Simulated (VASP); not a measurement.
# TlCl (Pm-3m) in VASP: single point with PBE+D3(BJ)

Aim: the single point of TlCl with PBE+D3(BJ).

Everything below comes from runs of VASP 6.6.1. Logs are shortened: lines on timing, memory, paths and dates and some standing lists are left out, and cuts for length are marked.

## 1. The cell of the first run

Symmetry: Pm-3m, No. 221, cubic system. The conventional cell has a = 3.918 Å, b = 3.918 Å, c = 3.918 Å, α = 90.00°, β = 90.00°, γ = 90.00°. Tl (site symmetry m-3m) has 8 Cl at 3.39 Å and 6 Tl at 3.92 Å within 4.5 Å. Within 4.5 Å of Cl (site symmetry m-3m) lie 8 Tl at 3.39 Å and 6 Cl at 3.92 Å.

## 2. Single point, PBE+D3(BJ)

Input file POSCAR:

```
TlCl
1.0
    3.9176796871      0.0000000000      0.0000000000
    0.0000000000      3.9176796871      0.0000000000
    0.0000000000      0.0000000000      3.9176796871
Tl Cl
1 1
Direct
    0.0000000000      0.0000000000      0.0000000000
    0.5000000000      0.5000000000      0.5000000000
```

Input file INCAR.step1:

```
SYSTEM = TlCl
PREC = Accurate
ENCUT = 400
EDIFF = 1E-6
ISMEAR = 0
SIGMA = 0.02
LREAL = .False.
LASPH = .True.
NELM = 120
ALGO = Normal
ISIF = 2
LWAVE = .False.
LCHARG = .True.
GGA = PE
IVDW = 12
NBANDS = 17
GGA_COMPAT = .False.
NEDOS = 2001
LORBIT = 11
```

Input file KPOINTS.step1:

```
regular mesh
0
Gamma
  8 8 8
  0 0 0
```

Input file INCAR.step2:

```
SYSTEM = TlCl
PREC = Accurate
ENCUT = 400
EDIFF = 1E-6
ISMEAR = -5
SIGMA = 0.02
LREAL = .False.
LASPH = .True.
NELM = 120
ALGO = Normal
ISIF = 2
LWAVE = .False.
LCHARG = .False.
GGA = PE
IVDW = 12
LORBIT = 10
NEDOS = 1001
ICHARG = 11
GGA_COMPAT = .False.
```

Input file KPOINTS.step2:

```
regular mesh
0
Gamma
  12 12 12
  0 0 0
```

Potentials or basis: VASP PAW PBE potentials, release 64 (Tl_d, Cl).

Run with:

```bash
> cat potpaw_PBE.64/Tl_d/POTCAR potpaw_PBE.64/Cl/POTCAR > POTCAR
> cp INCAR.step1 INCAR
> cp KPOINTS.step1 KPOINTS
> mpirun -np 1 vasp_std > vasp.out
> cp INCAR.step2 INCAR
> cp KPOINTS.step2 KPOINTS
> mpirun -np 1 vasp_std > vasp.out
```

OUTCAR:

```text
SYSTEM = TlCl
   PREC = Accurate
   ENCUT = 400
   EDIFF = 1E-6
   ISMEAR = -5
   LREAL = .False.
   LASPH = .True.
   NELM = 120
   ISIF = 2
   GGA = PE
   IVDW = 12
   LORBIT = 10
   ICHARG = 11
 IVDW          = 12

 ion  position               nearest neighbor table
   1  0.000  0.000  0.000-   2 3.39   2 3.39   2 3.39   2 3.39   2 3.39   2 3.39   2 3.39   2 3.39

   2  0.500  0.500  0.500-   1 3.39   1 3.39   1 3.39   1 3.39   1 3.39   1 3.39   1 3.39   1 3.39

  LATTYP: Found a simple cubic cell.
 ALAT       =     3.9176796871

  Lattice vectors:

 A1 = (   3.9176796871,   0.0000000000,   0.0000000000)
 A2 = (   0.0000000000,   3.9176796871,   0.0000000000)
 A3 = (   0.0000000000,   0.0000000000,   3.9176796871)

Analysis of symmetry for initial positions (statically):
=====================================================================
 Subroutine PRICEL returns:
 Original cell was already a primitive cell.

 Routine SETGRP: Setting up the symmetry group for a
 simple cubic supercell.

 Subroutine GETGRP returns: Found 48 space group operations
 (whereof 48 operations were pure point group operations)
 out of a pool of 48 trial point group operations.

The static configuration has the point symmetry O_h .

Analysis of symmetry for dynamics (positions and initial velocities):
=====================================================================
 Subroutine PRICEL returns:
 Original cell was already a primitive cell.

 Routine SETGRP: Setting up the symmetry group for a
 simple cubic supercell.

 Subroutine GETGRP returns: Found 48 space group operations
 (whereof 48 operations were pure point group operations)
 out of a pool of 48 trial point group operations.

The dynamic configuration has the point symmetry O_h .

 Subroutine INISYM returns: Found 48 space group operations
 (whereof 48 operations are pure point group operations),
 and found     1 'primitive' translations

----------------------------------------------------------------------------------------

                                     Primitive cell

  volume of cell :      60.1294

  direct lattice vectors                    reciprocal lattice vectors
     3.917679687  0.000000000  0.000000000     0.255253129  0.000000000  0.000000000
     0.000000000  3.917679687  0.000000000     0.000000000  0.255253129  0.000000000
     0.000000000  0.000000000  3.917679687     0.000000000  0.000000000  0.255253129

  length of vectors
     3.917679687  3.917679687  3.917679687     0.255253129  0.255253129  0.255253129

  position of ions in fractional coordinates (direct lattice)
     0.000000000  0.000000000  0.000000000
     0.500000000  0.500000000  0.500000000

  ion indices of the primitive-cell ions
   primitive index   ion index
                 1           1
                 2           2

----------------------------------------------------------------------------------------

 KPOINTS: regular mesh

Automatic generation of k-mesh.
 Grid dimensions read from file:
 generate k-points for:   12   12   12

 Generating k-lattice:

  Cartesian coordinates                     Fractional coordinates (reciprocal lattice)
     0.021271094  0.000000000  0.000000000     0.083333333  0.000000000  0.000000000
     0.000000000  0.021271094  0.000000000     0.000000000  0.083333333  0.000000000
     0.000000000  0.000000000  0.021271094     0.000000000  0.000000000  0.083333333

  Length of vectors
     0.021271094  0.021271094  0.021271094

  Shift w.r.t. Gamma in fractional coordinates (k-lattice)
     0.000000000  0.000000000  0.000000000

 TETIRR: Found    854 inequivalent tetrahedra from    10368

 Subroutine IBZKPT returns following result:
 ===========================================

 Found     84 irreducible k-points:

 Following reciprocal coordinates:
            Coordinates               Weight
  0.000000  0.000000  0.000000      1.000000
  0.083333  0.000000  0.000000      6.000000
  0.166667  0.000000  0.000000      6.000000
  0.250000  0.000000  0.000000      6.000000
  0.333333  0.000000  0.000000      6.000000
  0.416667  0.000000  0.000000      6.000000
[... 16 lines left out ...]
  0.333333  0.333333  0.000000     12.000000
  0.416667  0.333333  0.000000     24.000000
 [... further k-points ...]
   k-points           NKPTS =     84   k-points in BZ     NKDIM =     84   number of bands    NBANDS=     14
   number of dos      NEDOS =   1001   number of ions     NIONS =      2
   total plane-waves  NPLWV =  21952
   dimension x,y,z NGX =    28 NGY =   28 NGZ =   28
   dimension x,y,z NGXF=    56 NGYF=   56 NGZF=   56
   ions per type =               1   1
   NGX,Y,Z   is equivalent  to a cutoff of  11.88, 11.88, 11.88 a.u.
   NGXF,Y,Z  is equivalent  to a cutoff of  23.76, 23.76, 23.76 a.u.
 SYSTEM =  TlCl
   PREC   = accura    normal or accurate (medium, high low for compatibility)
   ISTART =      0    job   : 0-new  1-cont  2-samecut
   ICHARG =     11    charge: 1-file 2-atom 10-const
   ISPIN  =      1    spin polarized calculation?
   LNONCOLLINEAR =      F non collinear calculations
   LSORBIT =      F    spin-orbit coupling
   LASPH  =      T    aspherical Exc in radial PAW
   ENCUT  =  400.0 eV  29.40 Ry    5.42 a.u.   6.39  6.39  6.39*2*pi/ulx,y,z
   NELM   =    120;   NELMIN=  2; NELMDL=  0     # of ELM steps
   EDIFF  = 0.1E-05   stopping-criterion for ELM
   LREAL  =      F    real-space projection
[... 7 lines left out ...]
   TEBEG  =    0.0;   TEEND  =   0.0 temperature during run
   PSTRESS=    0.0 pullay stress
   NELECT =      20.0000    total number of electrons
   NUPDOWN=      -1.0000    fix difference up-down
   EMIN   =  10.00;   EMAX   =-10.00  energy-range for DOS
   EFERMI =   0.00;   METHOD = LEGACY
   ISMEAR =    -5;   SIGMA  =   0.02  broadening in eV -4-tet -1-fermi 0-gaus
   EFERMI_NEDOS =   21; number of points for ismear=-14 and -15
   IALGO  =     38    algorithm
   IMIX   =      4    mixing-type and parameters
     AMIX     =   0.40;   BMIX     =  1.00
     AMIX_MAG =   1.60;   BMIX_MAG =  1.00
  volume/ion in A,a.u.               =      30.06       202.89
  Fermi-wavevector in a.u.,A,eV,Ry     =   1.134286  2.143490 17.505320  1.286605
  Thomas-Fermi vector in A             =   2.270990
   LORBIT       =     10    0 simple, 1 ext, 2 COOP (PROOUT), +10 PAW based schemes
   GGA     = PE    functional components
   LHFCALC =     F    Hartree Fock is set to
   AEXX    =    0.0000 exact exchange contribution
   IVDW    =    12    specifies the selected vdW correction
   LEPSILON=     F    determine dielectric tensor
   LRPA    =     F    only Hartree local field effects (RPA)
 non-spin polarized calculation
 Fermi weights with tetrahedron method with Bloechl corrections
  energy-cutoff  :      400.00
  volume of cell :       60.13
 maximum number of plane-waves:      1108
 NGX is ok and might be reduce to    28

 number of electron      20.0000006 magnetization

 Free energy of the ion-electron system (eV)
  ---------------------------------------------------
  ext. energy  EPLUGINS =         0.00000000
  ---------------------------------------------------
  free energy    TOTEN  =        -6.01522982 eV

  energy without entropy =       -6.01522982  energy(sigma->0) =       -6.01522982

 E-fermi :   2.0300     XC(G=0):  -8.8257

 val. band max:        2.0181831780   @ k =   0.5000   0.0000   0.0000
 cond. band min:       4.2516073849   @ k =   0.5000   0.0000   0.0000
 fundamental gap:      2.2334242069
 Fermi energy:         2.0299893715

 k-point     1 :       0.0000    0.0000    0.0000
  band No.  band energies     occupation
      1     -11.3796      2.00000
      2      -7.7998      2.00000
      3      -7.7998      2.00000
      4      -7.5983      2.00000
      5      -7.5983      2.00000
      6      -7.5983      2.00000
      7      -2.3903      2.00000
      8       0.7820      2.00000
      9       0.7820      2.00000
     10       0.7820      2.00000
     11       9.5963      0.00000
     12       9.5963      0.00000
     13       9.5963      0.00000
     14      10.0106      0.00000

 k-point     2 :       0.0833    0.0000    0.0000
  band No.  band energies     occupation
      1     -11.3667      2.00000
      2      -7.7991      2.00000
      3      -7.7899      2.00000
      4      -7.6027      2.00000
      5      -7.6027      2.00000
      6      -7.5979      2.00000
      7      -2.4362      2.00000
      8       0.8054      2.00000
      9       0.8054      2.00000
     10       0.8227      2.00000
     11       8.7455      0.00000
     12       9.5287      0.00000
     13       9.5287      0.00000
     14      10.0549      0.00000

 k-point     3 :       0.1667    0.0000    0.0000
  band No.  band energies     occupation
      1     -11.3310      2.00000
      2      -7.7972      2.00000
      3      -7.7629      2.00000
      4      -7.6145      2.00000
      5      -7.6145      2.00000
      6      -7.5969      2.00000
      7      -2.5610      2.00000
      8       0.8705      2.00000
      9       0.8705      2.00000
     10       0.9507      2.00000
     11       7.5854      0.00000
     12       9.3421      0.00000
     13       9.3421      0.00000
     14      10.1860      0.00000

 k-point     4 :       0.2500    0.0000    0.0000
  band No.  band energies     occupation
      1     -11.2810      2.00000
      2      -7.7944      2.00000
      3      -7.7267      2.00000
      4      -7.6304      2.00000
      5      -7.6304      2.00000
      6      -7.5954      2.00000
      7      -2.7289      2.00000
      8       0.9621      2.00000
      9       0.9621      2.00000
     10       1.1757      2.00000
     11       6.4275      0.00000
     12       9.0840      0.00000
     13       9.0840      0.00000
     14      10.3955      0.00000

 k-point     5 :       0.3333    0.0000    0.0000
  band No.  band energies     occupation
      1     -11.2297      2.00000
      2      -7.7916      2.00000
      3      -7.6913      2.00000
      4      -7.6462      2.00000
      5      -7.6462      2.00000
      6      -7.5940      2.00000
      7      -2.8935      2.00000
      8       1.0572      2.00000
      9       1.0572      2.00000
     10       1.4912      2.00000
     11       5.3881      0.00000
[... 276 lines left out ...]
 k-point    22 :       0.5000    0.2500    0.0000
  band No.  band energies     occupation
      1     -11.1322      2.00000
      2      -7.7440      2.00000
      3      -7.6538      2.00000
      4      -7.6446      2.00000
      5      -7.6192      2.00000
      6      -7.6106      2.00000
      7      -2.5159      2.00000
      8       0.1593      2.00000
      9       1.1232      2.00000
     10       1.1808      2.00000
     11       5.5477      0.00000
     12       7.4323      0.00000
     13       9.2028      0.00000
     14      11.4204      0.00000

 k-point    23 :       0.3333    0.3333    0.0000
  band No.  band energies     occupation
      1     -11.1401      2.00000
      2      -7.7381      2.00000
      3      -7.6387      2.00000
      4      -7.6380      2.00000
      5      -7.6338      2.00000
      6      -7.6141      2.00000
      7      -2.3227      2.00000
      8      -0.2241      2.00000
      9       1.1469      2.00000
     10       1.1588      2.00000
     11       6.0423      0.00000
     12       7.1616      0.00000
     13       9.4070      0.00000
     14      11.4855      0.00000

 k-point    24 :       0.4167    0.3333    0.0000
  band No.  band energies     occupation
      1     -11.1178      2.00000
      2      -7.7318      2.00000
      3      -7.6462      2.00000
      4      -7.6356      2.00000
      5      -7.6333      2.00000
      6      -7.5889      2.00000
      7      -2.1627      2.00000
      8      -0.2651      2.00000
      9       0.7378      2.00000
     10       1.1840      2.00000
     11       6.1345      0.00000
     12       7.0955      0.00000
     13       9.5666      0.00000
     14      11.2341      0.00000

 [... further k-points ...]

------------------------ aborting loop because EDIFF is reached ----------------------------------------

 Edisp (eV)   -0.53512

 E8    (eV) :    -0.2474

  FORCE on cell =-STRESS in cart. coord.  units (eV):
  Direction    XX          YY          ZZ          XY          YZ          ZX
  --------------------------------------------------------------------------------------
  -------------------------------------------------------------------------------------
  Total      -0.04316    -0.04316    -0.04316     0.00000     0.00000     0.00000
  in kB      -1.15012    -1.15012    -1.15012     0.00000     0.00000     0.00000
  external pressure =       -1.15 kB  Pullay stress =        0.00 kB

 VOLUME and BASIS-vectors are now :
 -----------------------------------------------------------------------------
  energy-cutoff  :      400.00
  volume of cell :       60.13
      direct lattice vectors                 reciprocal lattice vectors
     3.917679687  0.000000000  0.000000000     0.255253129  0.000000000  0.000000000
     0.000000000  3.917679687  0.000000000     0.000000000  0.255253129  0.000000000
     0.000000000  0.000000000  3.917679687     0.000000000  0.000000000  0.255253129

 POSITION                                       TOTAL-FORCE (eV/Angst)
 -----------------------------------------------------------------------------------
      0.00000      0.00000      0.00000         0.000000      0.000000      0.000000
      1.95884      1.95884      1.95884         0.000000      0.000000      0.000000
 -----------------------------------------------------------------------------------
    total drift:                               -0.000000      0.000000      0.000000

  FREE ENERGIE OF THE ION-ELECTRON SYSTEM (eV)
  ---------------------------------------------------
  free  energy   TOTEN  =        -6.5503546561 eV

  energy  without entropy=       -6.5503546561  energy(sigma->0) =       -6.55035466

 total charge

# of ion       s       p       d       tot
------------------------------------------
    1        1.315   0.106   9.668  11.088
    2        1.601   3.492   0.000   5.094
--------------------------------------------------
tot          2.916   3.598   9.668  16.182
```

It took 60 s on 1 thread of Intel Xeon 8259CL, shared host; peak memory 0.19 GiB.

What came out:

```yaml
Valence_electrons_inside_the_program's_atomic_spheres: Tl 11.09; Cl 5.09
Dispersion_energy_per_atom: -0.268 eV
```

Levels at points of the mesh, in eV from the valence-band top:
| k point | band 6 | band 7 | band 8 | band 9 | band 10 | band 11 | band 12 | band 13 | band 14 |
| --- | --- | --- | --- | --- | --- | --- | --- | --- | --- |
| (0.00, 0.00, 0.00) | -9.62 | -4.41 | -1.24 | -1.24 | -1.24 | 7.58 | 7.58 | 7.58 | 7.99 |
| (0.50, 0.00, 0.00) | -9.61 | -5.07 | -0.86 | -0.86 | 0.00 | 2.23 | 6.55 | 6.55 | 9.02 |
| (0.50, 0.50, 0.00) | -9.56 | -3.28 | -2.55 | -2.55 | -0.81 | 4.83 | 4.83 | 8.19 | 8.45 |
| (0.50, 0.50, 0.50) | -9.56 | -2.24 | -1.70 | -1.70 | -1.70 | 2.77 | 2.77 | 2.77 | 12.51 |

Caveat: spin-orbit coupling is left out, which moves the levels of the heavy elements.
